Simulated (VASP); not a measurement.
KF: single point with LDA

KF:

```
K F
1.0
     0.00000    2.67185    2.67185
     2.67185    0.00000    2.67185
     2.67185    2.67185    0.00000
K F
1 1
Direct
  0.00000 0.00000 0.00000
  0.50000 0.50000 0.50000
```

* Program: VASP 6.6.1
* Task: single point
* Functional: LDA
* Potentials or basis: VASP PAW LDA potentials, release 64 (K_sv, F)
* Cutoff: 520 eV
* k mesh: 9 × 9 × 9
* Occupations: gaussian, width 0.1 eV
* Spin: no spin polarisation

The pressure is -3.4 GPa and the band gap on the k mesh is 5.79 eV.

Levels at points of the mesh, in eV from the valence-band top:
| k point | band 4 | band 5 | band 6 | band 7 | band 8 | band 9 | band 10 | band 11 | band 12 | band 13 |
| --- | --- | --- | --- | --- | --- | --- | --- | --- | --- | --- |
| (0.00, 0.00, 0.00) | -9.10 | -9.10 | 0.00 | 0.00 | 0.00 | 5.79 | 10.51 | 10.51 | 10.51 | 12.25 |

Run time: 18 s on 1 thread of Intel(R) Xeon(R) Platinum 8259CL CPU @ 2.50GHz (Skylake/Cascade Lake), on a shared host, peak memory 0.14 GiB.

Caveat: the cell stands under tension; an odd mesh through Γ misses points on the zone boundary, where band edges can lie.
